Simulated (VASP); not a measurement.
# Bi (R-3m) in VASP: notebook

Runs on Bi. Level: PBE. Tasks: single point.

All numbers are computed with VASP 6.6.1; they aren't measurements. Logs are shortened: lines on timing, memory, paths and dates and some standing lists are left out, and cuts for length are marked.

## (1) The cell of the first run

It takes space group R-3m (No. 166, trigonal). Conventional cell: a = 4.546 Å, b = 4.546 Å, c = 11.862 Å, α = 90.00°, β = 90.00°, γ = 120.00°. Within 4.0 Å of Bi (site symmetry 3m) lie 6 Bi at 3.07 to 3.53 Å.

## (2) Single point, PBE

The input, INCAR:

```
PREC = Accurate ; ENCUT = 520
EDIFF = 1E-7 ; ISMEAR = 0
SIGMA = 0.1 ; LREAL = F
LASPH = T ; NELM = 100
ALGO = Normal ; ISIF = 2
LWAVE = F ; LCHARG = F
GGA = PE ; NBANDS = 22
```

The input, KPOINTS:

```
Automatic mesh
0
Gamma
  6 6 6
```

The input, POSCAR:

```
Bi
1.0
    2.2729996784      1.3123169762      3.9540000000
   -2.2729996784      1.3123169762      3.9540000000
    0.0000000000     -2.6246339523      3.9540000000
Bi
2
Direct
    0.2338900000      0.2338900000      0.2338900000
    0.7661100000      0.7661100000      0.7661100000
```

Potentials or basis: VASP PAW PBE potentials, release 64 (Bi_d).

Run with:

```
cat potpaw_PBE.64/Bi_d/POTCAR > POTCAR
mpirun -np 1 vasp_std > vasp.out
```

OUTCAR:

```text
PREC = Accurate
   ENCUT = 520
   EDIFF = 1E-7
   ISMEAR = 0
   LREAL = F
   LASPH = T
   NELM = 100
   ISIF = 2
   GGA = PE

 ion  position               nearest neighbor table
   1  0.234  0.234  0.234-   2 3.07   2 3.07   2 3.07   2 3.53   2 3.53   2 3.53
   2  0.766  0.766  0.766-   1 3.07   1 3.07   1 3.07   1 3.53   1 3.53   1 3.53

  LATTYP: Found a trigonal (rhomboedric) cell.
 ALAT       =     4.7458212550
 COS(alpha) =     0.5412184017

  Lattice vectors:

 A1 = (   2.2729996784,   1.3123169762,   3.9540000000)
 A2 = (  -2.2729996784,   1.3123169762,   3.9540000000)
 A3 = (   0.0000000000,  -2.6246339523,   3.9540000000)

Analysis of symmetry for initial positions (statically):
=====================================================================
 Subroutine PRICEL returns:
 Original cell was already a primitive cell.

 Routine SETGRP: Setting up the symmetry group for a
 trigonal (rhombohedral) supercell.

 Subroutine GETGRP returns: Found 12 space group operations
 (whereof 12 operations were pure point group operations)
 out of a pool of 12 trial point group operations.

The static configuration has the point symmetry D_3d.

Analysis of symmetry for dynamics (positions and initial velocities):
=====================================================================
 Subroutine PRICEL returns:
 Original cell was already a primitive cell.

 Routine SETGRP: Setting up the symmetry group for a
 trigonal (rhombohedral) supercell.

 Subroutine GETGRP returns: Found 12 space group operations
 (whereof 12 operations were pure point group operations)
 out of a pool of 12 trial point group operations.

The dynamic configuration has the point symmetry D_3d.

 Subroutine INISYM returns: Found 12 space group operations
 (whereof 12 operations are pure point group operations),
 and found     1 'primitive' translations

----------------------------------------------------------------------------------------

                                     Primitive cell

  volume of cell :      70.7662

  direct lattice vectors                    reciprocal lattice vectors
     2.272999678  1.312316976  3.954000000     0.219973634  0.127001837  0.084302816
    -2.272999678  1.312316976  3.954000000    -0.219973634  0.127001837  0.084302816
     0.000000000 -2.624633952  3.954000000     0.000000000 -0.254003674  0.084302816

[... 78 lines left out ...]
   LNONCOLLINEAR =      F non collinear calculations
   LSORBIT =      F    spin-orbit coupling
   LASPH  =      T    aspherical Exc in radial PAW
   ENCUT  =  520.0 eV  38.22 Ry    6.18 a.u.   8.82  8.82  8.82*2*pi/ulx,y,z
   NELM   =    100;   NELMIN=  2; NELMDL= -5     # of ELM steps
   EDIFF  = 0.1E-06   stopping-criterion for ELM
   LREAL  =      F    real-space projection
   EDIFFG = 0.1E-05   stopping-criterion for IOM
   NSW    =      0    number of steps for IOM
   IBRION =     -1    ionic relax: 0-MD 1-quasi-New 2-CG
   NFREE  =      0    steps in history (QN), initial steepest desc. (CG)
   ISIF   =      2    stress and relaxation
   ISYM   =      2    0-nonsym 1-usesym 2-fastsym
   POTIM  = 0.5000    time-step for ionic-motion
   TEBEG  =    0.0;   TEEND  =   0.0 temperature during run
   PSTRESS=    0.0 pullay stress
   NELECT =      30.0000    total number of electrons
   NUPDOWN=      -1.0000    fix difference up-down
   EMIN   =  10.00;   EMAX   =-10.00  energy-range for DOS
   EFERMI =   0.00;   METHOD = LEGACY
   ISMEAR =     0;   SIGMA  =   0.10  broadening in eV -4-tet -1-fermi 0-gaus
   EFERMI_NEDOS =   21; number of points for ismear=-14 and -15
   IALGO  =     38    algorithm
   IMIX   =      4    mixing-type and parameters
     AMIX     =   0.40;   BMIX     =  1.00
     AMIX_MAG =   1.60;   BMIX_MAG =  1.00
  volume/ion in A,a.u.               =      35.38       238.78
  Fermi-wavevector in a.u.,A,eV,Ry     =   1.229815  2.324014 20.578074  1.512446
  Thomas-Fermi vector in A             =   2.364688
   LORBIT       =      0    0 simple, 1 ext, 2 COOP (PROOUT), +10 PAW based schemes
   GGA     = PE    functional components
   LHFCALC =     F    Hartree Fock is set to
   AEXX    =    0.0000 exact exchange contribution
   IVDW    =     0    specifies the selected vdW correction
   LEPSILON=     F    determine dielectric tensor
   LRPA    =     F    only Hartree local field effects (RPA)
 non-spin polarized calculation
 Gauss-broadening in eV      SIGMA  =   0.10
  energy-cutoff  :      520.00
  volume of cell :       70.77
 maximum number of plane-waves:      1941
   NGX = 17   NGY = 17   NGZ = 17

 number of electron      30.0000004 magnetization

 Free energy of the ion-electron system (eV)
  ---------------------------------------------------
  ext. energy  EPLUGINS =         0.00000000
  ---------------------------------------------------
  free energy    TOTEN  =        -7.78301561 eV

  energy without entropy =       -7.78053200  energy(sigma->0) =       -7.78177381

 E-fermi :   6.1898     XC(G=0):  -9.5043

 val. band max:        6.1603392403   @ k =  -0.3333   0.5000   0.3333
 cond. band min:       6.7974269215   @ k =   0.3333   0.1667   0.1667
 fundamental gap:      0.6370876812
 Fermi energy:         6.1897564810

 k-point     1 :       0.0000    0.0000    0.0000
  band No.  band energies     occupation
      1     -16.6481      2.00000
      2     -16.6481      2.00000
      3     -16.4994      2.00000
      4     -16.4994      2.00000
      5     -16.4832      2.00000
      6     -16.3179      2.00000
[... 589 lines left out ...]
     21      16.1809      0.00000
     22      16.5812      0.00000

 [... further k-points ...]

------------------------ aborting loop because EDIFF is reached ----------------------------------------

  FORCE on cell =-STRESS in cart. coord.  units (eV):
  Direction    XX          YY          ZZ          XY          YZ          ZX
  --------------------------------------------------------------------------------------
  -------------------------------------------------------------------------------------
  Total        0.7152296      0.7152296      0.7808494      0.0000000      0.0000000      0.0000000
  in kB       16.1930999     16.1930999     17.6787605      0.0000000      0.0000000      0.0000000
  external PRESSURE =      16.6883201 kB  Pullay stress =       0.0000000 kB

 VOLUME and BASIS-vectors are now :
 -----------------------------------------------------------------------------
  energy-cutoff  :      520.00
  volume of cell :       70.77
      direct lattice vectors                 reciprocal lattice vectors
     2.272999678  1.312316976  3.954000000     0.219973634  0.127001837  0.084302816
    -2.272999678  1.312316976  3.954000000    -0.219973634  0.127001837  0.084302816
     0.000000000 -2.624633952  3.954000000     0.000000000 -0.254003674  0.084302816

 POSITION                                       TOTAL-FORCE (eV/Angst)
 -----------------------------------------------------------------------------------
      0.00000      0.00000      2.77440         0.000000      0.000000      0.096846
      0.00000      0.00000      9.08760         0.000000     -0.000000     -0.096846
 -----------------------------------------------------------------------------------
    total drift:                                0.000000     -0.000000      0.000000

  FREE ENERGIE OF THE ION-ELECTRON SYSTEM (eV)
  ---------------------------------------------------
  free  energy   TOTEN  =        -7.7830156146 eV

  energy  without entropy=       -7.7805319963  energy(sigma->0) =       -7.78177381
```

stdout:

```text
POSCAR found type information on POSCAR Bi
 POSCAR found :  1 types and       2 ions
 scaLAPACK will be used
 LDA part: xc-table for (Slater+PW92), standard interpolation
 POSCAR, INCAR and KPOINTS ok, starting setup
 FFT: planning ... GRIDC
 FFT: planning ... GRID_SOFT
 FFT: planning ... GRID
 WAVECAR not read
 entering main loop
```

It took 32 s on 1 thread of Intel Xeon Platinum 8259CL at 2.50GHz (Skylake/Cascade Lake), shared host; peak memory 0.21 GiB.

What came out:

- Free energy: -7.7830 eV
- Pressure: 1.7 GPa
- Largest force: 0.097 eV/Å
- Band gap on the k mesh: zero (band 15 reaches 6.16 eV, above the bottom of band 16 at 6.03 eV)

Forces on the atoms (eV/Å):
```
Bi   0.000  0.000  0.097
Bi   0.000  0.000 -0.097
```

Stress tensor (GPa, compression positive):
```
1.62 0.00 0.00
0.00 1.62 0.00
0.00 0.00 1.77
```

Levels at points of the mesh, in eV from the Fermi level:
```tsv
k point	band 11	band 12	band 13	band 14	band 15	band 16	band 17	band 18	band 19	band 20
(0.00, 0.00, 0.00)	-12.98	-7.39	-1.38	-1.12	-1.12	2.57	3.04	3.04	5.74	5.88
(0.50, 0.00, 0.00)	-11.07	-10.42	-1.24	-1.10	-0.18	-0.16	0.63	1.12	7.58	8.54
(0.50, 0.50, 0.00)	-11.16	-9.37	-4.57	-2.91	-2.80	2.45	5.01	5.51	6.83	9.45
(0.50, 0.50, 0.50)	-11.76	-9.81	-0.84	-0.52	-0.52	0.78	0.78	0.83	7.07	9.16
```

Caveat: spin-orbit coupling is left out, which moves the levels of the heavy elements.

[end of part 1 of 2]
